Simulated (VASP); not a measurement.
Set up this calculation in VASP 6.6.1, as the native input.

```yaml
Task: single point
Functional: RPBE
Potentials_or_basis: VASP PAW PBE potentials, release 64 (Cd)
Cutoff: 520 eV
k_mesh: 9 × 9 × 9
Occupations: fermi-dirac, width 0.1 eV
Spin: no spin polarisation
Dipole_correction: no
Further_INCAR_settings: ALGO = Normal; EDIFF = 1e-07; NBANDS = 19
```

The structure of Cd lies in POSCAR:

```
Cd
1.0
    0.0000000000      3.4882640211      3.4882640211
    3.4882640211      0.0000000000      3.4882640211
    3.4882640211      3.4882640211      0.0000000000
Cd
2
Direct
    0.1250000000      0.1250000000      0.1250000000
    0.8750000000      0.8750000000      0.8750000000
```

This isn't the form of Cd at room conditions, which is hcp.

The input as run:

INCAR

```
PREC = Accurate
ENCUT = 520
EDIFF = 1E-7
ISMEAR = -1
SIGMA = 0.1
LREAL = False
LASPH = True
NELM = 100
ALGO = Normal
ISIF = 2
LWAVE = False
LCHARG = False
GGA = RP
NBANDS = 19
```

KPOINTS

```
regular mesh
0
Gamma
  9 9 9
```

Potentials or basis: VASP PAW PBE potentials, release 64 (Cd).

Run with:

```bash
$ cat potpaw_PBE.64/Cd/POTCAR > POTCAR
$ mpirun -np 1 vasp_std > vasp.out
```

Results of the run:

- Pressure: 0.1 GPa
- Band gap on the k mesh: zero (bands 12 and 13 overlap by 3.94 eV)

Caveat: the PAW data sets were made with another functional, which shifts forces and pressure a little.

Run time: 37 s on 1 thread of Intel(R) Xeon(R) Platinum 8488C (Sapphire Rapids), with other jobs on the host, peak memory 0.24 GiB.
